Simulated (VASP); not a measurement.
Write the native input for VASP 6.6.1 that does the following.

```
Task                    : density of states
Functional              : PBE
Potentials or basis     : VASP PAW PBE potentials, release 64 (Nb_sv, C)
Cutoff                  : 520 eV
k mesh                  : 12 × 12 × 6
Occupations             : gaussian, width 0.1 eV
Spin                    : no spin polarisation
Dipole correction       : no
k mesh for the DOS      : 18 × 18 × 9
Occupations for the DOS : tetrahedron
Further INCAR settings  : ALGO = Normal; EDIFF = 1e-07
```

Crystal: NbC4.

```
Nb C
1.0
     3.12839    0.00000    0.00000
    -1.56419    2.70926    0.00000
     0.00000    0.00000    8.06179
Nb C
1 4
Direct
  0.00000 0.00000 0.50000
  0.00000 0.00000 0.08069
  0.00000 0.00000 0.91931
  0.00000 0.00000 0.23984
  0.00000 0.00000 0.76016
```

These files were run (other wordings do the same):

POSCAR

```
NbC4
1.0
    3.1283864478      0.0000000000      0.0000000000
   -1.5641932239      2.7092621366      0.0000000000
    0.0000000000      0.0000000000      8.0617857482
Nb C
1 4
Direct
    0.0000000000      0.0000000000      0.5000000000
    0.0000000000      0.0000000000      0.0806866854
    0.0000000000      0.0000000000      0.9193133146
    0.0000000000      0.0000000000      0.2398406207
    0.0000000000      0.0000000000      0.7601593793
```

INCAR.step1

```
PREC = Accurate
ENCUT = 520
EDIFF = 1E-7
ISMEAR = 0
SIGMA = 0.1
LREAL = F
LASPH = T
NELM = 60
ALGO = Normal
ISIF = 2
LWAVE = F
LCHARG = T
LMAXMIX = 4
GGA = PE
NBANDS = 22
```

KPOINTS.step1

```
Automatic mesh
0
Gamma
  12 12 6
```

INCAR.step2

```
PREC = Accurate
ENCUT = 520
EDIFF = 1E-7
ISMEAR = -5
SIGMA = 0.1
LREAL = F
LASPH = T
NELM = 60
ALGO = Normal
ISIF = 2
LWAVE = F
LCHARG = F
LMAXMIX = 4
GGA = PE
LORBIT = 11
NEDOS = 2001
ICHARG = 11
```

KPOINTS.step2

```
Automatic mesh
0
Gamma
  18 18 9
```

Potentials or basis: VASP PAW PBE potentials, release 64 (Nb_sv, C).

Command:

```bash
$ cat potpaw_PBE.64/Nb_sv/POTCAR potpaw_PBE.64/C/POTCAR > POTCAR
$ cp INCAR.step1 INCAR
$ cp KPOINTS.step1 KPOINTS
$ mpirun -np 1 vasp_std > vasp.out
$ cp INCAR.step2 INCAR
$ cp KPOINTS.step2 KPOINTS
$ mpirun -np 1 vasp_std > vasp.out
```

It gave:

* Valence electrons inside the program's atomic spheres: Nb 10.51; C 2.69, 2.47

It took 97 s on 1 thread of Intel(R) Xeon(R) 6975P-C (Granite Rapids), on a shared host, peak memory 0.33 GiB.
